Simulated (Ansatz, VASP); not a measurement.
## Two plane-wave programs on TiAl3

```xyz
4
Lattice="1.9796 -1.9830 0.0000 1.9796 1.9830 0.0000 0.0000 0.0000 9.3177" Properties=species:S:1:pos:R:3 pbc="T T T"
Ti    0.0000    0.0000    4.6588
Al    1.9796    0.0000    6.6628
Al    1.9796    0.0000    2.6549
Al    1.9796    0.0000    0.0000
```

Alike in both runs: functional PBE; k mesh 6 × 6 × 4; occupations gaussian, width 0.1 eV; no spin polarisation.

Ansatz relaxed the structure, and its values are those at the end. VASP's run is a single point on that final structure, the one shown.

|  | VASP | Ansatz |
| --- | --- | --- |
| version | VASP 6.6.1 | Ansatz 0.2.0 |
| potentials or method | VASP PAW PBE potentials, release 64 (Ti_sv, Al), cutoff 520 eV | scalar-relativistic, plane waves, PAW |
| valence electrons in the cell | 21 | 21 |

VASP gave:

| Quantity | Value |
| --- | --- |
| gap on the k mesh at the Fermi level (eV) | none |
| pressure (GPa) | -0.1 |

Task: Estimate Ansatz's values.

Result: gap on the k mesh at the Fermi level (eV): none; pressure (GPa): 0.0.

A gap of «none» marks a metal or a gap that the smearing closes. With one functional, cell and mesh, what is left measures potentials, basis and numerics.

The k mesh is coarse, so the values compare programs but aren't converged.
